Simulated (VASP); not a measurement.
Write the native input for VASP 6.6.1 that does the following.

```
Task                   : single point
Functional             : r2SCAN
Potentials or basis    : VASP PAW PBE potentials, release 64 (Li_sv, Cl)
Cutoff                 : 520 eV
k mesh                 : 8 × 8 × 8
Occupations            : gaussian, width 0.01 eV
Spin                   : no spin polarisation
Dipole correction      : no
Further INCAR settings : ALGO = Normal; EDIFF = 1e-06; NBANDS = 12
```

The system is LiCl.

```
CELL_PARAMETERS angstrom
0.00000 2.55604 2.55604
2.46376 0.00000 2.55604
2.46376 2.55604 0.00000
ATOMIC_POSITIONS crystal
Li 0.00000 0.00000 0.00000
Cl 0.50000 0.50000 0.50000
```

This cell differs from its parent crystal: uniaxial x strain -3.6%.

These files were run (other wordings do the same):

POSCAR

```
LiCl
1.0
    0.0000000000      2.5560369945      2.5560369945
    2.4637640590      0.0000000000      2.5560369945
    2.4637640590      2.5560369945      0.0000000000
Li Cl
1 1
Direct
    0.0000000000      0.0000000000      0.0000000000
    0.5000000000      0.5000000000      0.5000000000
```

INCAR.step1

```
PREC = Accurate
ENCUT = 520
ISMEAR = 0
SIGMA = 0.01
LREAL = False
LASPH = True
NELM = 60
NBANDS = 12
GGA = PE
ALGO = Normal
EDIFF = 1E-4
LWAVE = True
LCHARG = False
```

INCAR.step2

```
PREC = Accurate
ENCUT = 520
EDIFF = 1E-6
ISMEAR = 0
SIGMA = 0.01
LREAL = False
LASPH = True
NELM = 60
ALGO = Normal
ISIF = 2
LWAVE = False
LCHARG = False
METAGGA = R2SCAN
LMIXTAU = True
NBANDS = 12
ISTART = 1
```

KPOINTS

```
Automatic mesh
0
Gamma
  8 8 8
```

Potentials or basis: VASP PAW PBE potentials, release 64 (Li_sv, Cl).

Run with:

```bash
$ cat potpaw_PBE.64/Li_sv/POTCAR potpaw_PBE.64/Cl/POTCAR > POTCAR
$ cp INCAR.step1 INCAR
$ mpirun -np 1 vasp_std > vasp.out
$ cp INCAR.step2 INCAR
$ mpirun -np 1 vasp_std > vasp.out
```

Results of the run:

```
Band gap on the k mesh : 7.55 eV (least direct gap 7.57 eV)
```

Caveat: the cell differs from its parent crystal (uniaxial x strain -3.6%).

It took 94 s on 1 thread of Intel(R) Xeon(R) Platinum 8259CL CPU @ 2.50GHz (Skylake/Cascade Lake) (shared host), peak memory 0.16 GiB.
